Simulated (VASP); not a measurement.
Runs of VASP 6.6.1 on Cr. The structure is that of space group Im-3m (No. 229), or close to it. The cells are those of the table. 

| task | potentials or basis | cell | k mesh | cutoff (eV) | second run | gap on the mesh (eV) | pressure (GPa) |
| --- | --- | --- | --- | --- | --- | --- | --- |
| single point | VASP PAW PBE potentials, release 64 (Cr_sv) | a = 2.466 Å, angles 109.5°, 1 atom | 20 × 20 × 20 | 600 | valence_matched | none | (a) |
| single point | VASP PAW PBE potentials, release 64 (Cr_pv) | a = 2.468 Å, angles 109.5°, 1 atom | 10 × 10 × 10 | 500 | - | none | -0.7 |
| relaxation of cell and atoms | VASP PAW PBE potentials, release 64 (Cr_pv) | relaxed from a = 2.468 Å, angles 109.5°, 1 atom | 20 × 20 × 20 | 600 | - | none | 0.0 |
| single point | VASP PAW PBE potentials, release 64 (Cr_pv) | a = 2.466 Å, angles 109.5°, 1 atom | 20 × 20 × 20 | 520 | - | none | -1.1 |

Alike in all rows: level PBE; no spin polarisation; smearing gaussian 0.1 eV.

Fill in the values left out.

(a) -3.1.

Caveats: the run has no spin polarisation, though such a crystal can be magnetic.

A gap of «none» marks levels without a gap at the run's occupations.

The runs don't all hold the same shells in valence.
